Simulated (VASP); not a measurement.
BiS, 2 atoms in the cell. Symmetry: Pm-3m, No. 221, cubic system. Conventional cell: a = 4.003 Å, b = 4.003 Å, c = 4.003 Å, α = 90.00°, β = 90.00°, γ = 90.00°. Bi (site symmetry m-3m) has 8 S at 3.47 Å and 6 Bi at 4.00 Å within 4.6 Å. Within 4.6 Å of S (site symmetry m-3m) lie 8 Bi at 3.47 Å and 6 S at 4.00 Å. 

* Program: VASP 6.6.1
* Task: single point
* Functional: PBE
* Potentials or basis: VASP PAW PBE potentials, release 64 (Bi_d, S)
* Cutoff: 520 eV
* k mesh: 7 × 7 × 7
* Occupations: fermi-dirac, width 0.05 eV
* Spin: no spin polarisation
* Dipole correction: no
* Further INCAR settings: ALGO = Normal; EDIFF = 1e-06; NBANDS = 18

Potentials or basis: VASP PAW PBE potentials, release 64 (Bi_d, S).

The run is started by

```bash
$ cat potpaw_PBE.64/Bi_d/POTCAR potpaw_PBE.64/S/POTCAR > POTCAR
$ mpirun -np 1 vasp_std > vasp.out
```

Hardware: 1 thread of Intel Xeon 8259CL, on a shared host.

Problem. Estimate the wall time of this run.

Solution. Run time: 21 s on 1 thread of Intel Xeon 8259CL (shared host), peak memory 0.17 GiB. Counts: scf iterations 13, k points 20.
